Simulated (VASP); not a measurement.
Wanted: the native input for a VASP 6.6.1 run.

```
Task                   : relaxation of the atoms
Functional             : PBE
Potentials or basis    : VASP PAW PBE potentials, release 64 (Si, C)
Cutoff                 : 520 eV
k mesh                 : 16 × 16 × 9
Occupations            : fermi-dirac, width 0.02 eV
Spin                   : no spin polarisation
Dipole correction      : no
Further INCAR settings : ALGO = Normal; EDIFF = 1e-07; IBRION = 2; EDIFFG = -0.02; NSW = 80
```

The structure of SiC lies in POSCAR:

```
SiC
1.0
    3.0344273362      0.0000000000      0.0000000000
   -1.5172136681      2.6278911591      0.0000000000
    0.0000000000      0.0000000000      4.9797754205
Si C
2 2
Direct
    0.3333333333      0.6666666667      0.0044955126
    0.6666666667      0.3333333333      0.5044955126
    0.3333333333      0.6666666667      0.3805044874
    0.6666666667      0.3333333333      0.8805044874
```

One way to write it, as run:

INCAR

```
SYSTEM = SiC
PREC = Accurate ; ENCUT = 520
EDIFF = 1E-7 ; ISMEAR = -1
SIGMA = 0.02 ; LREAL = .FALSE.
LASPH = .TRUE. ; NELM = 80
ALGO = Normal ; ISIF = 2
LWAVE = .FALSE. ; LCHARG = .FALSE.
GGA = PE ; IBRION = 2
NSW = 80 ; EDIFFG = -0.02
```

KPOINTS

```
Automatic mesh
0
G
  16 16 9
  0 0 0
```

Potentials or basis: VASP PAW PBE potentials, release 64 (Si, C).

Run with:

```console
$ cat potpaw_PBE.64/Si/POTCAR potpaw_PBE.64/C/POTCAR > POTCAR
$ mpirun -np 1 vasp_std > vasp.out
```

Results of the run:

```
Energy gained by relaxing : 0.0 meV/atom
Ionic steps               : 3
Pressure after relaxing   : 13.4 GPa
Band gap on the k mesh    : 2.26 eV (least direct gap 4.05 eV)
```

Caveat: an odd mesh through Γ misses points on the zone boundary, where band edges can lie.

Run time: 45 s on 1 thread of Intel(R) Xeon(R) Platinum 8559C (Emerald Rapids) (shared host), peak memory 0.19 GiB.
